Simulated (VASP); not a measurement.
Crystal: Hf3TiO8.

```
Ti Hf O
1.0
     3.37367   -3.38019    0.00000
     3.37367    3.38019    0.00000
     0.00000    0.00000    6.31733
Ti Hf O
1 3 8
Direct
  0.50000 0.50000 0.00000
  0.00000 0.00000 0.75455
  0.50000 0.50000 0.50000
  0.00000 0.00000 0.24545
  0.20478 0.20478 0.00000
  0.79522 0.79522 0.00000
  0.69076 0.30924 0.76177
  0.30924 0.69076 0.76177
  0.19447 0.19447 0.50000
  0.80553 0.80553 0.50000
  0.69076 0.30924 0.23823
  0.30924 0.69076 0.23823
```

Base run:

| Property | Result |
| --- | --- |
| Program | VASP 6.6.1 |
| Functional | PBE |
| Potentials or basis | VASP PAW PBE potentials, release 64 (Ti_sv, Hf_pv, O) |
| Cutoff | 520 eV |
| k mesh | 6 × 6 × 4 |
| Occupations | fermi-dirac, width 0.02 eV |
| Spin | no spin polarisation |

Its results: band gap on the k mesh 2.56 eV (least direct gap 2.57 eV); pressure 3.0 GPa; largest force 0.169 eV/Å.

Problem. The run is repeated on the same cell with these changes: functional from PBE to r2SCAN; occupations from fermi-dirac, width 0.02 eV to gaussian, width 0.01 eV. What comes out?

Solution. Band gap on the k mesh 2.99 eV (least direct gap 3.00 eV); pressure -2.2 GPa; largest force 0.282 eV/Å.

Caveats: spin-orbit coupling is left out, which moves the levels of the heavy elements; the PAW data sets were made with another functional, which shifts forces and pressure a little (at least some runs).

A k mesh can miss the band edges.
